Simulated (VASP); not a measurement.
# FeO in VASP: notebook

Aim: see how the results for FeO move with the level of theory and the settings. Levels: PBEsol, PBE, HSE06. Tasks: single point.

All numbers are computed with VASP 6.6.1; they aren't measurements. Logs are shortened: lines on timing, memory, paths and dates and some standing lists are left out, and cuts for length are marked.

## 1. The cell of the first run

The typed cell holds 2 atoms: a = 3.070 Å, b = 3.070 Å, c = 3.070 Å, α = 59.31°, β = 59.31°, γ = 59.31°.

## 2. Single point, PBEsol, collinear spin, ferromagnetic start (atoms moved at random)

INCAR reads:

```
  PREC = Accurate
  ENCUT = 520
  EDIFF = 1E-6
  ISMEAR = -1
  SIGMA = 0.05
  LREAL = False
  LASPH = True
  NELM = 150
  ALGO = Normal
  ISIF = 2
  LWAVE = False
  LCHARG = False
  ISPIN = 2
  MAGMOM = 3 0
  LORBIT = 11
  LMAXMIX = 4
  GGA = PS
  NBANDS = 18
```

KPOINTS reads:

```
regular mesh
0
Gamma
  11 11 11
```

POSCAR reads:

```
FeO
1.0
    1.5188209023      0.8768916568      2.5195772846
   -1.5188209023      0.8768916568      2.5195772846
    0.0000000000     -1.7537833136      2.5195772846
Fe O
1 1
Direct
    0.0034910000      0.0005930000      0.0019330000
    0.4817370000      0.5186330000      0.4814880000
```

Potentials or basis: VASP PAW PBE potentials, release 64 (Fe, O).

Launch:

```bash
cat potpaw_PBE.64/Fe/POTCAR potpaw_PBE.64/O/POTCAR > POTCAR
mpirun -np 1 vasp_std > vasp.out
```

OUTCAR:

```text
PREC = Accurate
   ENCUT = 520
   EDIFF = 1E-6
   ISMEAR = -1
   LREAL = False
   LASPH = True
   NELM = 150
   ISIF = 2
   ISPIN = 2
   LORBIT = 11
   GGA = PS

 ion  position               nearest neighbor table
   1  0.003  0.001  0.002-   2 2.07   2 2.15   2 2.16   2 2.17   2 2.17   2 2.25
   2  0.482  0.519  0.481-   1 2.07   1 2.15   1 2.16   1 2.17   1 2.17   1 2.25

  LATTYP: Found a trigonal (rhomboedric) cell.
 ALAT       =     3.0698575869
 COS(alpha) =     0.5104391626

  Lattice vectors:

 A1 = (   1.5188209023,   0.8768916568,   2.5195772846)
 A2 = (  -1.5188209023,   0.8768916568,   2.5195772846)
 A3 = (   0.0000000000,  -1.7537833136,   2.5195772846)

Analysis of symmetry for initial positions (statically):
=====================================================================
 Subroutine PRICEL returns:
 Original cell was already a primitive cell.

 Routine SETGRP: Setting up the symmetry group for a
 trigonal (rhombohedral) supercell.

 Subroutine GETGRP returns: Found  1 space group operations
 (whereof  1 operations were pure point group operations)
 out of a pool of 12 trial point group operations.

The static configuration has the point symmetry C_1 .

Analysis of symmetry for dynamics (positions and initial velocities):
=====================================================================
 Subroutine PRICEL returns:
 Original cell was already a primitive cell.

 Routine SETGRP: Setting up the symmetry group for a
 trigonal (rhombohedral) supercell.

 Subroutine GETGRP returns: Found  1 space group operations
 (whereof  1 operations were pure point group operations)
 out of a pool of 12 trial point group operations.

The dynamic configuration has the point symmetry C_1 .

Analysis of structural, dynamic, and magnetic symmetry:
=====================================================================
 Subroutine PRICEL returns:
 Original cell was already a primitive cell.

 Routine SETGRP: Setting up the symmetry group for a
 trigonal (rhombohedral) supercell.

 Subroutine GETGRP returns: Found  1 space group operations
 (whereof  1 operations were pure point group operations)
 out of a pool of 12 trial point group operations.

The overall configuration has the point symmetry C_1 .

 Subroutine INISYM returns: Found  1 space group operations
 (whereof  1 operations are pure point group operations),
 and found     1 'primitive' translations

----------------------------------------------------------------------------------------

                                     Primitive cell

  volume of cell :      20.1341

  direct lattice vectors                    reciprocal lattice vectors
     1.518820902  0.876891657  2.519577285     0.329202738  0.190065290  0.132297324
    -1.518820902  0.876891657  2.519577285    -0.329202738  0.190065290  0.132297324
     0.000000000 -1.753783314  2.519577285     0.000000000 -0.380130579  0.132297324

  length of vectors
     3.069857587  3.069857587  3.069857587     0.402494521  0.402494521  0.402494521

  position of ions in fractional coordinates (direct lattice)
     0.003491000  0.000593000  0.001933000
     0.481737000  0.518633000  0.481488000

  ion indices of the primitive-cell ions
   primitive index   ion index
                 1           1
                 2           2

----------------------------------------------------------------------------------------

 KPOINTS: regular mesh

Automatic generation of k-mesh.
 Grid dimensions read from file:
 generate k-points for:   11   11   11

 Generating k-lattice:

  Cartesian coordinates                     Fractional coordinates (reciprocal lattice)
     0.029927522  0.017278663  0.012027029     0.090909091 -0.000000000  0.000000000
    -0.029927522  0.017278663  0.012027029    -0.000000000  0.090909091  0.000000000
     0.000000000 -0.034557325  0.012027029     0.000000000  0.000000000  0.090909091

  Length of vectors
     0.036590411  0.036590411  0.036590411

  Shift w.r.t. Gamma in fractional coordinates (k-lattice)
     0.000000000  0.000000000  0.000000000

 Subroutine IBZKPT returns following result:
 ===========================================

 Found    666 irreducible k-points:

 Following reciprocal coordinates:
            Coordinates               Weight
  0.000000  0.000000  0.000000      1.000000
  0.090909  0.000000 -0.000000      2.000000
  0.000000  0.090909 -0.000000      2.000000
 -0.000000 -0.000000  0.090909      2.000000
  0.181818  0.000000 -0.000000      2.000000
  0.000000  0.181818 -0.000000      2.000000
[... 16 lines left out ...]
 -0.090909 -0.181818  0.000000      2.000000
  0.090909 -0.000000  0.181818      2.000000
 [... further k-points ...]
   k-points           NKPTS =    666   k-points in BZ     NKDIM =    666   number of bands    NBANDS=     18
   number of dos      NEDOS =    301   number of ions     NIONS =      2
   total plane-waves  NPLWV =  13824
   dimension x,y,z NGX =    24 NGY =   24 NGZ =   24
[... 79 lines left out ...]
     17      26.5556      0.00000
     18      29.4531      0.00000

 k-point     2 :       0.0909    0.0000   -0.0000
  band No.  band energies     occupation
      1     -14.5676      1.00000
      2       1.0171      1.00000
      3       1.3060      1.00000
      4       1.4978      1.00000
      5       2.1985      1.00000
      6       2.2338      1.00000
[... 10 lines left out ...]
     17      27.5176      0.00000
     18      30.7825      0.00000

 k-point     3 :       0.0000    0.0909   -0.0000
  band No.  band energies     occupation
      1     -14.5676      1.00000
      2       0.9830      1.00000
      3       1.3576      1.00000
      4       1.5051      1.00000
      5       2.1663      1.00000
      6       2.2479      1.00000
[... 412 lines left out ...]
 k-point    23 :      -0.0909   -0.1818    0.0000
  band No.  band energies     occupation
      1     -14.3678      1.00000
      2      -0.1229      1.00000
      3       0.8638      1.00000
      4       1.1130      1.00000
      5       2.1289      1.00000
      6       2.4243      1.00000
[... 10 lines left out ...]
     17      29.6193      0.00000
     18      31.3269      0.00000

 k-point    24 :       0.0909   -0.0000    0.1818
  band No.  band energies     occupation
      1     -14.3673      1.00000
      2      -0.1431      1.00000
      3       0.9581      1.00000
      4       1.0123      1.00000
      5       2.1339      1.00000
      6       2.4443      1.00000
[... 10 lines left out ...]
     17      29.6212      0.00000
     18      31.3526      0.00000

 [... further k-points ...]

 spin component 2

 k-point     1 :       0.0000    0.0000    0.0000
  band No.  band energies     occupation
      1     -14.0900      1.00000
      2       2.6232      1.00000
      3       2.7189      1.00000
      4       2.7540      1.00000
      5       5.2650      1.00000
      6       5.3449      1.00000
[... 10 lines left out ...]
     17      28.0983      0.00000
     18      30.5478      0.00000

 k-point     2 :       0.0909    0.0000   -0.0000
  band No.  band energies     occupation
      1     -14.0063      1.00000
      2       2.0545      1.00000
      3       2.4451      1.00000
      4       2.5250      1.00000
      5       5.3322      1.00000
      6       5.4156      0.99999
[... 10 lines left out ...]
     17      28.8726      0.00000
     18      31.9823      0.00000

 k-point     3 :       0.0000    0.0909   -0.0000
  band No.  band energies     occupation
      1     -14.0063      1.00000
      2       2.0420      1.00000
      3       2.4623      1.00000
      4       2.5248      1.00000
      5       5.3021      1.00000
      6       5.4533      0.99998
[... 412 lines left out ...]
 k-point    23 :      -0.0909   -0.1818    0.0000
  band No.  band energies     occupation
      1     -13.8036      1.00000
      2       0.9306      1.00000
      3       2.0918      1.00000
      4       2.1895      1.00000
      5       5.1890      1.00000
      6       5.7451      0.99447
[... 10 lines left out ...]
     17      30.8175      0.00000
     18      32.5515      0.00000

 k-point    24 :       0.0909   -0.0000    0.1818
  band No.  band energies     occupation
      1     -13.8032      1.00000
      2       0.9187      1.00000
      3       2.1183      1.00000
      4       2.1687      1.00000
      5       5.1702      1.00000
      6       5.8121      0.97920
[... 10 lines left out ...]
     17      30.8198      0.00000
     18      32.5822      0.00000

 [... further k-points ...]

------------------------ aborting loop because EDIFF is reached ----------------------------------------

  FORCE on cell =-STRESS in cart. coord.  units (eV):
  Direction    XX          YY          ZZ          XY          YZ          ZX
  --------------------------------------------------------------------------------------
  -------------------------------------------------------------------------------------
  Total       -0.9812184     -1.0739175     -1.1662284     -0.0833657     -0.0644657      0.1111367
  in kB      -78.0809016    -85.4574773    -92.8031549     -6.6338600     -5.1298846      8.8437524
  external PRESSURE =     -85.4471779 kB  Pullay stress =       0.0000000 kB

 VOLUME and BASIS-vectors are now :
 -----------------------------------------------------------------------------
  energy-cutoff  :      520.00
  volume of cell :       20.13
      direct lattice vectors                 reciprocal lattice vectors
     1.518820902  0.876891657  2.519577285     0.329202738  0.190065290  0.132297324
    -1.518820902  0.876891657  2.519577285    -0.329202738  0.190065290  0.132297324
     0.000000000 -1.753783314  2.519577285     0.000000000 -0.380130579  0.132297324

 POSITION                                       TOTAL-FORCE (eV/Angst)
 -----------------------------------------------------------------------------------
      0.00440      0.00019      0.01516        -0.154145      0.083880     -0.162283
     -0.05604      0.03279      3.73366         0.154145     -0.083880      0.162283
 -----------------------------------------------------------------------------------
    total drift:                                0.000037     -0.000021     -0.000155

  FREE ENERGIE OF THE ION-ELECTRON SYSTEM (eV)
  ---------------------------------------------------
  free  energy   TOTEN  =       -15.8275096637 eV

  energy  without entropy=      -15.8157556354  energy(sigma->0) =      -15.82163265

 total charge

# of ion       s       p       d       tot
------------------------------------------
    1        0.293   0.364   6.086   6.743
    2        1.551   3.413   0.000   4.964
--------------------------------------------------
tot          1.844   3.777   6.086  11.707

 magnetization (x)

# of ion       s       p       d       tot
------------------------------------------
    1        0.026   0.022   3.560   3.608
    2        0.030   0.274   0.000   0.304
--------------------------------------------------
tot          0.056   0.296   3.560   3.912
```

Wall time 3.4 min (1 thread of Intel Xeon Platinum 8488C (Sapphire Rapids), shared host); peak memory 0.45 GiB.

Results:

```yaml
Free_energy: -15.8275 eV
Pressure: -8.5 GPa
Largest_force: 0.239 eV/Å
Band_gap_on_the_k_mesh: zero (filled and empty bands overlap)
Net_moment: 4.00 μB per cell
Site_moments: Fe +3.61; O +0.30 μB
Valence_electrons_inside_the_program's_atomic_spheres: Fe 6.74; O 4.96
```

Forces on the atoms (eV/Å):
```
Fe  -0.154  0.084 -0.162
O    0.154 -0.084  0.162
```

Stress tensor (GPa, compression positive):
```
-7.81 -0.66  0.88
-0.66 -8.55 -0.51
 0.88 -0.51 -9.28
```

Levels at points of the mesh, in eV from the Fermi level:
Spin up:
```
           k point  band 6  band 7  band 8  band 9  band 10  band 11  band 12  band 13
(0.00, 0.00, 0.00)   -3.65   -3.49   -3.43   -3.12    -0.05    15.16    16.55    16.92
```
Spin down:
```tsv
k point	band 3	band 4	band 5	band 6	band 7	band 8
(0.00, 0.00, 0.00)	-3.29	-3.25	-0.74	-0.66	-0.62	0.13
```

Caveat: the cell differs from its parent crystal (atoms moved at random); the cell stands under tension; the PAW data sets were made with another functional, which shifts forces and pressure a little; a cell with one magnetic atom can't hold antiferromagnetic order, which such compounds often take; semilocal functionals often make such compounds metallic where correlation or magnetic order opens a gap, which also shifts bond lengths.

## 3. Single point, PBE, collinear spin, ferromagnetic start

INCAR reads:

```
  PREC = Accurate
  ENCUT = 700
  EDIFF = 1E-6
  ISMEAR = 0
  SIGMA = 0.05
  LREAL = F
  LASPH = T
  NELM = 200
  ALGO = Normal
  ISIF = 2
  LWAVE = F
  LCHARG = F
  ISPIN = 2
  MAGMOM = 3 0
  LORBIT = 11
  LMAXMIX = 4
  GGA = PE
  NBANDS = 22
  GGA_COMPAT = F
```

KPOINTS is that of step 2.

POSCAR reads:

```
FeO
1.0
    3.0698575900      0.0000000000      0.0000000000
    1.5669755375      2.6398131160      0.0000000000
    1.5669755375      0.8921008073      2.4845058738
Fe O
1 1
Direct
    0.0000000000      0.0000000000      0.0000000000
    0.5000000000      0.5000000000      0.5000000000
```

Potentials or basis: VASP PAW PBE potentials, release 64 (Fe_sv, O).

Launch:

```bash
cat potpaw_PBE.64/Fe_sv/POTCAR potpaw_PBE.64/O/POTCAR > POTCAR
mpirun -np 1 vasp_std > vasp.out
```

It took 6 min on 1 thread of AMD EPYC 7R43 (Zen 3), shared host; peak memory 0.24 GiB.

Results (log left out):

* Free energy: -15.0386 eV
* Pressure: -2.4 GPa
* Band gap on the k mesh: zero (filled and empty bands overlap)
* Net moment: 4.00 μB per cell
* Site moments: Fe +3.48; O +0.29 μB
* Valence electrons inside the program's atomic spheres: Fe 13.61; O 4.99

Stress tensor (GPa, compression positive):
```
-2.65 -0.32 -0.22
-0.32 -2.27 -0.13
-0.22 -0.13 -2.18
```

Levels at points of the mesh, in eV from the Fermi level:
Spin up:
| k point | band 10 | band 11 | band 12 | band 13 | band 14 | band 15 | band 16 | band 17 |
| --- | --- | --- | --- | --- | --- | --- | --- | --- |
| (0.00, 0.00, 0.00) | -3.82 | -3.82 | -3.68 | -3.68 | -0.02 | 15.22 | 16.63 | 17.04 |
Spin down:
| k point | band 5 | band 6 | band 7 | band 8 | band 9 | band 10 | band 11 | band 12 | band 13 | band 14 |
| --- | --- | --- | --- | --- | --- | --- | --- | --- | --- | --- |
| (0.00, 0.00, 0.00) | -20.22 | -3.38 | -3.28 | -3.28 | -0.79 | -0.71 | -0.71 | 0.22 | 0.22 | 0.78 |

Caveat: a cell with one magnetic atom can't hold antiferromagnetic order, which such compounds often take; semilocal functionals often make such compounds metallic where correlation or magnetic order opens a gap, which also shifts bond lengths.

## 4. Single point, HSE06, collinear spin, ferromagnetic start

This run uses another cell than the first one, of 10.67 Å³/atom.

POSCAR reads:

```
FeO
1.0
    1.5486092669      0.8940899771      2.5689933065
   -1.5486092669      0.8940899771      2.5689933065
    0.0000000000     -1.7881799543      2.5689933065
Fe O
1 1
Direct
    0.0000000000      0.0000000000      0.0000000000
    0.5000000000      0.5000000000      0.5000000000
```

INCAR.step1 reads:

```
  PREC = Accurate
  ENCUT = 520
  EDIFF = 1E-5
  ISMEAR = -1
  SIGMA = 0.05
  LREAL = F
  LASPH = T
  NELM = 150
  ALGO = Normal
  ISIF = 2
  LWAVE = T
  ISPIN = 2
  MAGMOM = 3 0
  LORBIT = 11
  LMAXMIX = 4
  NBANDS = 18
  GGA = PE
  KPAR = 2
```

INCAR.step2 reads:

```
  PREC = Accurate
  ENCUT = 520
  EDIFF = 1E-7
  ISMEAR = -1
  SIGMA = 0.05
  LREAL = F
  LASPH = T
  NELM = 150
  ALGO = Normal
  ISIF = 2
  LWAVE = F
  LCHARG = T
  ISPIN = 2
  MAGMOM = 3 0
  LORBIT = 11
  LMAXMIX = 4
  GGA = PE
  LHFCALC = T
  HFSCREEN = 0.2079
  PRECFOCK = Normal
  LVHAR = T
  NBANDS = 18
  ISTART = 1
  KPAR = 2
```

KPOINTS reads:

```
Automatic mesh
0
Gamma
  6 6 6
```

Potentials or basis: VASP PAW PBE potentials, release 64 (Fe, O).

Launch:

```bash
cat potpaw_PBE.64/Fe/POTCAR potpaw_PBE.64/O/POTCAR > POTCAR
cp INCAR.step1 INCAR
mpirun -np 2 vasp_std > vasp.out
cp INCAR.step2 INCAR
mpirun -np 2 vasp_std > vasp.out
```

It took 49 min on 2 MPI ranks of Intel Xeon Platinum 8488C (Sapphire Rapids), shared host; peak memory 0.26 GiB.

It converged, with:

- Free energy: -21.0643 eV
- Pressure: -14.4 GPa
- Band gap on the k mesh: zero (filled and empty bands overlap)
- Net moment: 4.01 μB per cell
- Site moments: Fe +3.73; O +0.23 μB
- Valence electrons inside the program's atomic spheres: Fe 6.59; O 5.01

Stress tensor (GPa, compression positive):
```
-13.50   0.00   0.00
  0.00 -13.50   0.00
  0.00   0.00 -16.30
```

Levels at points of the mesh, in eV from the Fermi level:
Spin up:
```tsv
k point	band 7	band 8	band 9	band 10	band 11	band 12
(0.00, 0.00, 0.00)	-4.99	-4.88	-4.88	-0.09	15.67	16.54
(0.50, 0.00, 0.00)	-5.07	-2.52	-2.52	4.15	8.76	12.38
(0.50, 0.50, 0.00)	-6.04	-6.00	-5.64	5.27	9.09	10.51
(0.50, 0.50, 0.50)	-5.57	-2.51	-2.51	4.19	8.54	12.88
```
Spin down:
```csv
k point,band 2,band 3,band 4,band 5,band 6,band 7,band 8,band 9
"(0.00, 0.00, 0.00)",-4.22,-4.16,-4.16,-1.14,-1.14,0.66,0.99,1.81
"(0.50, 0.00, 0.00)",-9.12,-5.95,-5.90,0.44,0.58,2.36,4.28,4.35
"(0.50, 0.50, 0.00)",-8.02,-5.49,-5.41,-2.34,0.91,2.25,2.50,2.76
"(0.50, 0.50, 0.50)",-9.06,-5.80,-5.80,0.23,0.23,2.32,4.31,4.31
```

Caveat: the k points lie up to 0.41 Å⁻¹ apart, too coarse for converged energies and pressures of a metal; the PAW data sets were made with another functional, which shifts forces and pressure a little; a cell with one magnetic atom can't hold antiferromagnetic order, which such compounds often take.

## 5. The runs side by side

```tsv
level	potentials or basis	cell	k mesh	cutoff (eV)	smearing	grid for exact exchange (PRECFOCK)	share of exact exchange	screening parameter	gap on the mesh (eV)	pressure (GPa)	moment (μB)
PBEsol	VASP PAW PBE potentials, release 64 (Fe, O)	a = 3.070 Å, angles 59.3°, 2 atoms, atomic positions A	11 × 11 × 11	520	fermi-dirac 0.05 eV	-	-	-	none	-8.5	4.00
PBE	VASP PAW PBE potentials, release 64 (Fe_sv, O)	a = 3.070 Å, angles 59.3°, 2 atoms, atomic positions B	11 × 11 × 11	700	gaussian 0.05 eV	-	-	-	none	-2.4	4.00
HSE06	VASP PAW PBE potentials, release 64 (Fe, O)	a = 3.130 Å, angles 59.3°, 2 atoms, atomic positions B	6 × 6 × 6	520	fermi-dirac 0.05 eV	Normal	0.25	0.2079 1/Å	none	-14.4	4.01
```

Alike in all rows: task single point; spin collinear, ferromagnetic start.

Caveats: some runs use coarse meshes; a cell with one magnetic atom can't hold antiferromagnetic order, which such compounds often take; the PAW data sets were made with another functional, which shifts forces and pressure a little (at least some runs); semilocal functionals often make such compounds metallic where correlation or magnetic order opens a gap, which also shifts bond lengths (at least some runs); the cell stands under tension (at least some runs).

Total energies depend on the potentials used, so only differences within one code and one set of settings carry meaning.
